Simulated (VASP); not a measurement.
# InAs (F-43m) in VASP: further runs

Aim: see how the results for InAs move with the level of theory and the settings. Levels: r2SCAN, HSE06. Tasks: relaxation of cell and atoms, single point.

Program: VASP 6.6.1. These are calculated values, not measurements. Logs are shortened: lines on timing, memory, paths and dates and some standing lists are left out, and cuts for length are marked.

## 1. The cell of the first run

It takes space group F-43m (No. 216, cubic). Conventional cell: a = 6.189 Å, b = 6.189 Å, c = 6.189 Å, α = 90.00°, β = 90.00°, γ = 90.00°. In (site symmetry -43m) has 4 As at 2.68 Å within 3.5 Å. Within 3.5 Å of As (site symmetry -43m) lie 4 In at 2.68 Å.

## 2. Relaxation of cell and atoms, r2SCAN

Input file POSCAR:

```
InAs
1.0
    0.0000000000      3.0944669371      3.0944669371
    3.0944669371      0.0000000000      3.0944669371
    3.0944669371      3.0944669371      0.0000000000
In As
1 1
Direct
    0.0000000000      0.0000000000      0.0000000000
    0.2500000000      0.2500000000      0.2500000000
```

Input file INCAR.step1:

```
SYSTEM = InAs
ALGO = Normal
EDIFF = 1E-4
ENCUT = 600
GGA = PE
ISMEAR = -1
LASPH = .TRUE.
LCHARG = .FALSE.
LREAL = .FALSE.
LWAVE = .TRUE.
NELM = 60
PREC = Accurate
SIGMA = 0.02
```

Input file INCAR.step2:

```
SYSTEM = InAs
ALGO = Normal
EDIFF = 1E-7
EDIFFG = -0.005
ENCUT = 600
IBRION = 2
ISIF = 3
ISMEAR = -1
ISTART = 1
LASPH = .TRUE.
LCHARG = .FALSE.
LMIXTAU = .TRUE.
LREAL = .FALSE.
LWAVE = .FALSE.
METAGGA = R2SCAN
NELM = 60
NSW = 80
PREC = Accurate
SIGMA = 0.02
```

Input file KPOINTS:

```
k-points
0
G
  6 6 6
  0 0 0
```

Potentials or basis: VASP PAW PBE potentials, release 64 (In_d, As).

On the command line:

```console
$ cat potpaw_PBE.64/In_d/POTCAR potpaw_PBE.64/As/POTCAR > POTCAR
$ cp INCAR.step1 INCAR
$ mpirun -np 1 vasp_std > vasp.out
$ cp INCAR.step2 INCAR
$ mpirun -np 1 vasp_std > vasp.out
```

OUTCAR:

```text
SYSTEM = InAs
   EDIFF = 1E-7
   EDIFFG = -0.005
   ENCUT = 600
   IBRION = 2
   ISIF = 3
   ISMEAR = -1
   ISTART = 1
   LASPH = .TRUE.
   LREAL = .FALSE.
   METAGGA = R2SCAN
   NELM = 60
   NSW = 80
   PREC = Accurate

 ion  position               nearest neighbor table
   1  0.000  0.000  0.000-   2 2.68   2 2.68   2 2.68   2 2.68
   2  0.250  0.250  0.250-   1 2.68   1 2.68   1 2.68   1 2.68

  LATTYP: Found a face centered cubic cell.
 ALAT       =     6.1889338742

  Lattice vectors:

 A1 = (   0.0000000000,   3.0944669371,   3.0944669371)
 A2 = (   3.0944669371,   0.0000000000,   3.0944669371)
 A3 = (   3.0944669371,   3.0944669371,   0.0000000000)

Analysis of symmetry for initial positions (statically):
=====================================================================
 Subroutine PRICEL returns:
 Original cell was already a primitive cell.

 Routine SETGRP: Setting up the symmetry group for a
 face centered cubic supercell.

 Subroutine GETGRP returns: Found 24 space group operations
 (whereof 24 operations were pure point group operations)
 out of a pool of 48 trial point group operations.

The static configuration has the point symmetry T_d .

Analysis of symmetry for dynamics (positions and initial velocities):
=====================================================================
 Subroutine PRICEL returns:
 Original cell was already a primitive cell.

 Routine SETGRP: Setting up the symmetry group for a
 face centered cubic supercell.

 Subroutine GETGRP returns: Found 24 space group operations
 (whereof 24 operations were pure point group operations)
 out of a pool of 48 trial point group operations.

The dynamic configuration has the point symmetry T_d .

 Subroutine INISYM returns: Found 24 space group operations
 (whereof 24 operations are pure point group operations),
 and found     1 'primitive' translations

----------------------------------------------------------------------------------------

                                     Primitive cell

  volume of cell :      59.2635

  direct lattice vectors                    reciprocal lattice vectors
     0.000000000  3.094466937  3.094466937    -0.161578718  0.161578718  0.161578718
     3.094466937  0.000000000  3.094466937     0.161578718 -0.161578718  0.161578718
     3.094466937  3.094466937  0.000000000     0.161578718  0.161578718 -0.161578718

  length of vectors
     4.376237111  4.376237111  4.376237111     0.279862549  0.279862549  0.279862549

  position of ions in fractional coordinates (direct lattice)
     0.000000000  0.000000000  0.000000000
     0.250000000  0.250000000  0.250000000

  ion indices of the primitive-cell ions
   primitive index   ion index
                 1           1
                 2           2

----------------------------------------------------------------------------------------

 KPOINTS: k-points

Automatic generation of k-mesh.
 Grid dimensions read from file:
 generate k-points for:    6    6    6

 Generating k-lattice:

  Cartesian coordinates                     Fractional coordinates (reciprocal lattice)
    -0.026929786  0.026929786  0.026929786     0.166666667  0.000000000  0.000000000
     0.026929786 -0.026929786  0.026929786     0.000000000  0.166666667  0.000000000
     0.026929786  0.026929786 -0.026929786     0.000000000  0.000000000  0.166666667

  Length of vectors
     0.046643758  0.046643758  0.046643758

  Shift w.r.t. Gamma in fractional coordinates (k-lattice)
     0.000000000  0.000000000  0.000000000

 Subroutine IBZKPT returns following result:
 ===========================================

 Found     16 irreducible k-points:

 Following reciprocal coordinates:
            Coordinates               Weight
  0.000000  0.000000  0.000000      1.000000
  0.166667  0.000000  0.000000      8.000000
  0.333333  0.000000  0.000000      8.000000
  0.500000  0.000000  0.000000      4.000000
  0.166667  0.166667  0.000000      6.000000
  0.333333  0.166667  0.000000     24.000000
[... 8 lines left out ...]
 -0.333333  0.333333  0.166667     24.000000
 -0.333333  0.500000  0.166667     12.000000
   k-points           NKPTS =     16   k-points in BZ     NKDIM =     16   number of bands    NBANDS=     13
   number of dos      NEDOS =    301   number of ions     NIONS =      2
   total plane-waves  NPLWV =  46656
   dimension x,y,z NGX =    36 NGY =   36 NGZ =   36
   dimension x,y,z NGXF=    72 NGYF=   72 NGZF=   72
   ions per type =               1   1
   NGX,Y,Z   is equivalent  to a cutoff of  13.68, 13.68, 13.68 a.u.
   NGXF,Y,Z  is equivalent  to a cutoff of  27.35, 27.35, 27.35 a.u.
 SYSTEM =  InAs
   PREC   = accura    normal or accurate (medium, high low for compatibility)
   ISTART =      1    job   : 0-new  1-cont  2-samecut
   ICHARG =      0    charge: 1-file 2-atom 10-const
   ISPIN  =      1    spin polarized calculation?
   LNONCOLLINEAR =      F non collinear calculations
   LSORBIT =      F    spin-orbit coupling
   LASPH  =      T    aspherical Exc in radial PAW
   ENCUT  =  600.0 eV  44.10 Ry    6.64 a.u.   8.74  8.74  8.74*2*pi/ulx,y,z
   NELM   =     60;   NELMIN=  2; NELMDL=  0     # of ELM steps
   EDIFF  = 0.1E-06   stopping-criterion for ELM
   LREAL  =      F    real-space projection
   EDIFFG = -.5E-02   stopping-criterion for IOM
   NSW    =     80    number of steps for IOM
   IBRION =      2    ionic relax: 0-MD 1-quasi-New 2-CG
   NFREE  =      1    steps in history (QN), initial steepest desc. (CG)
   ISIF   =      3    stress and relaxation
   ISYM   =      2    0-nonsym 1-usesym 2-fastsym
   POTIM  = 0.5000    time-step for ionic-motion
   TEBEG  =    0.0;   TEEND  =   0.0 temperature during run
   PSTRESS=    0.0 pullay stress
   NELECT =      18.0000    total number of electrons
   NUPDOWN=      -1.0000    fix difference up-down
   EMIN   =  10.00;   EMAX   =-10.00  energy-range for DOS
   EFERMI =   0.00;   METHOD = LEGACY
   ISMEAR =    -1;   SIGMA  =   0.02  broadening in eV -4-tet -1-fermi 0-gaus
   EFERMI_NEDOS =   21; number of points for ismear=-14 and -15
   IALGO  =     38    algorithm
   IMIX   =      4    mixing-type and parameters
     AMIX     =   0.40;   BMIX     =  1.00
     AMIX_MAG =   1.60;   BMIX_MAG =  1.00
  volume/ion in A,a.u.               =      29.63       199.97
  Fermi-wavevector in a.u.,A,eV,Ry     =   1.100449  2.079547 16.476484  1.210987
  Thomas-Fermi vector in A             =   2.236860
   LORBIT       =      0    0 simple, 1 ext, 2 COOP (PROOUT), +10 PAW based schemes
   METAGGA = R2SCAN    functional components
   LHFCALC =     F    Hartree Fock is set to
   AEXX    =    0.0000 exact exchange contribution
   IVDW    =     0    specifies the selected vdW correction
   LEPSILON=     F    determine dielectric tensor
   LRPA    =     F    only Hartree local field effects (RPA)
 conjugate gradient relaxation of ions
 non-spin polarized calculation
  energy-cutoff  :      600.00
  volume of cell :       59.26
 maximum number of plane-waves:      2006
   NGX = 17   NGY = 17   NGZ = 17

--------------------------------------- Ionic step        1  -------------------------------------------

 number of electron      17.9999997 magnetization

 Free energy of the ion-electron system (eV)
  ---------------------------------------------------
  ext. energy  EPLUGINS =         0.00000000
  ---------------------------------------------------
  free energy    TOTEN  =       -38.03275087 eV

  energy without entropy =      -38.03239639  energy(sigma->0) =      -38.03257363

------------------------ aborting loop because EDIFF is reached ----------------------------------------

  FORCE on cell =-STRESS in cart. coord.  units (eV):
  Direction    XX          YY          ZZ          XY          YZ          ZX
  --------------------------------------------------------------------------------------
  -------------------------------------------------------------------------------------
  Total       -0.7181313     -0.7181313     -0.7181313      0.0000000      0.0000000     -0.0000000
  in kB      -19.4145304    -19.4145304    -19.4145304      0.0000000      0.0000000     -0.0000000
  external PRESSURE =     -19.4145304 kB  Pullay stress =       0.0000000 kB

 VOLUME and BASIS-vectors are now :
 -----------------------------------------------------------------------------
  energy-cutoff  :      600.00
  volume of cell :       59.26
      direct lattice vectors                 reciprocal lattice vectors
     0.000000000  3.094466937  3.094466937    -0.161578718  0.161578718  0.161578718
     3.094466937  0.000000000  3.094466937     0.161578718 -0.161578718  0.161578718
     3.094466937  3.094466937  0.000000000     0.161578718  0.161578718 -0.161578718
[... 37 lines left out ...]
 POSITION                                       TOTAL-FORCE (eV/Angst)
 -----------------------------------------------------------------------------------
      0.00000      0.00000      0.00000        -0.000000     -0.000000     -0.000000
      1.52043      1.52043      1.52043         0.000000      0.000000      0.000000
 -----------------------------------------------------------------------------------
    total drift:                               -0.000002     -0.000002     -0.000002

  FREE ENERGIE OF THE ION-ELECTRON SYSTEM (eV)
  ---------------------------------------------------
  free  energy   TOTEN  =       -38.0447316688 eV

  energy  without entropy=      -38.0446652704  energy(sigma->0) =      -38.04469847

--------------------------------------- Ionic step        3  -------------------------------------------

 number of electron      18.0000001 magnetization

 Free energy of the ion-electron system (eV)
  ---------------------------------------------------
  ext. energy  EPLUGINS =         0.00000000
  ---------------------------------------------------
  free energy    TOTEN  =       -38.04661943 eV

  energy without entropy =      -38.04637204  energy(sigma->0) =      -38.04649574

 E-fermi :   4.0172     XC(G=0):  -9.5109

 val. band max:        3.9670028082   @ k =   0.0000   0.0000   0.0000
 cond. band min:       4.0417809301   @ k =   0.0000   0.0000   0.0000
 fundamental gap:      0.0747781219
 Fermi energy:         4.0171552548

 k-point     1 :       0.0000    0.0000    0.0000
  band No.  band energies     occupation
      1     -10.8338      2.00000
      2     -10.8338      2.00000
      3     -10.8338      2.00000
      4     -10.7000      2.00000
      5     -10.7000      2.00000
      6      -8.1289      2.00000
      7       3.9670      1.84937
      8       3.9670      1.84937
      9       3.9670      1.84935
     10       4.0418      0.45191
     11       8.2189      0.00000
     12       8.2189      0.00000
     13       8.2189      0.00000

 k-point     2 :       0.1667    0.0000    0.0000
  band No.  band energies     occupation
      1     -10.8663      2.00000
      2     -10.8243      2.00000
      3     -10.8243      2.00000
      4     -10.6999      2.00000
      5     -10.6999      2.00000
      6      -7.8476      2.00000
      7       1.5306      2.00000
      8       3.6636      2.00000
      9       3.6636      2.00000
     10       5.4596      0.00000
     11       8.6019      0.00000
[... 246 lines left out ...]
 POSITION                                       TOTAL-FORCE (eV/Angst)
 -----------------------------------------------------------------------------------
      0.00000      0.00000      0.00000        -0.000000     -0.000000     -0.000000
      1.52760      1.52760      1.52760         0.000000      0.000000      0.000000
 -----------------------------------------------------------------------------------
    total drift:                               -0.000002     -0.000002     -0.000003

  FREE ENERGIE OF THE ION-ELECTRON SYSTEM (eV)
  ---------------------------------------------------
  free  energy   TOTEN  =       -38.0466194316 eV

  energy  without entropy=      -38.0463720418  energy(sigma->0) =      -38.04649574

 reached required accuracy - stopping structural energy minimisation
```

Run time: 5.4 min. Hardware: 1 thread of Intel Xeon 8259CL, shared host; peak memory 0.24 GiB.

Results:

* Free energy: -38.0466 eV
* Relaxed volume: 28.52 Å³/atom
* Relaxed cell: a = 4.321 Å, b = 4.321 Å, c = 4.321 Å, α = 60.00°, β = 60.00°, γ = 60.00°
* Space group after relaxing (to 0.1 Å): F-43m (No. 216)
* Energy gained by relaxing: 6.9 meV/atom
* Ionic steps: 3
* Pressure after relaxing: 0.0 GPa
* Band gap on the k mesh: 0.07 eV

The path:
| step | energy change (eV) | largest force (eV/Å) | pressure (GPa) | volume (Å³) |
| --- | --- | --- | --- | --- |
| 1 | 0.0000 | 0.0000 | -1.94 | 59.26 |
| 2 | -0.0120 | 0.0000 | 0.80 | 56.24 |
| 3 | -0.0139 | 0.0000 | -0.02 | 57.04 |

Final structure:
```xyz
2
Lattice="0.0000 3.0552 3.0552 3.0552 0.0000 3.0552 3.0552 3.0552 0.0000" Properties=species:S:1:pos:R:3 pbc="T T T"
In    0.0000    0.0000    0.0000
As    1.5276    1.5276    1.5276
```

Caveat: the PAW data sets were made with another functional, which shifts forces and pressure a little; spin-orbit coupling is left out, which moves the levels of the heavy elements.

## 3. Single point, HSE06

This run uses another cell than the first one, of 28.55 Å³/atom.

Input file POSCAR:

```
InAs
1.0
    0.0000000000      3.0564337266      3.0564337266
    3.0564337266      0.0000000000      3.0564337266
    3.0564337266      3.0564337266      0.0000000000
In As
1 1
Direct
    0.0000000000      0.0000000000      0.0000000000
    0.2500000000      0.2500000000      0.2500000000
```

Input file INCAR.step1:

```
SYSTEM = InAs
  PREC = Accurate
  ENCUT = 520
  EDIFF = 1E-5
  ISMEAR = -1
  SIGMA = 0.02
  LREAL = .False.
  LASPH = .True.
  NELM = 80
  ALGO = Normal
  ISIF = 2
  LWAVE = .True.
  LCHARG = .False.
  NBANDS = 16
  GGA = PE
```

Input file INCAR.step2:

```
SYSTEM = InAs
  PREC = Accurate
  ENCUT = 520
  EDIFF = 1E-6
  ISMEAR = -1
  SIGMA = 0.02
  LREAL = .False.
  LASPH = .True.
  NELM = 80
  ALGO = Normal
  ISIF = 2
  LWAVE = .False.
  LCHARG = .False.
  GGA = PE
  LHFCALC = .True.
  HFSCREEN = 0.2079
  PRECFOCK = Normal
  NBANDS = 16
  ISTART = 1
```

Input file KPOINTS:

```
regular mesh
0
Gamma
  4 4 4
  0 0 0
```

Potentials or basis: VASP PAW PBE potentials, release 64 (In_d, As).

On the command line:

```console
$ cat potpaw_PBE.64/In_d/POTCAR potpaw_PBE.64/As/POTCAR > POTCAR
$ cp INCAR.step1 INCAR
$ mpirun -np 1 vasp_std > vasp.out
$ cp INCAR.step2 INCAR
$ mpirun -np 1 vasp_std > vasp.out
```

Run time: 19 min. Hardware: 1 thread of Intel Xeon 8259CL, shared host; peak memory 0.3 GiB.

Results (log left out):

| Property | Result |
| --- | --- |
| Free energy | -9.1108 eV |
| Pressure | -0.2 GPa |
| Band gap on the k mesh | 0.39 eV |

Levels at points of the mesh, in eV from the valence-band top:
| k point | band 6 | band 7 | band 8 | band 9 | band 10 | band 11 | band 12 | band 13 |
| --- | --- | --- | --- | --- | --- | --- | --- | --- |
| (0.00, 0.00, 0.00) | -12.79 | 0.00 | 0.00 | 0.00 | 0.39 | 4.65 | 4.65 | 4.65 |
| (0.50, 0.00, 0.00) | -11.28 | -6.07 | -1.02 | -1.02 | 1.59 | 5.43 | 5.43 | 7.67 |
| (0.50, 0.50, 0.00) | -10.71 | -6.17 | -2.41 | -2.41 | 2.18 | 2.73 | 10.10 | 10.25 |

Caveat: the k points lie up to 0.45 Å⁻¹ apart; the PAW data sets were made with another functional, which shifts forces and pressure a little; spin-orbit coupling is left out, which moves the levels of the heavy elements.

[end of part 1 of 2]
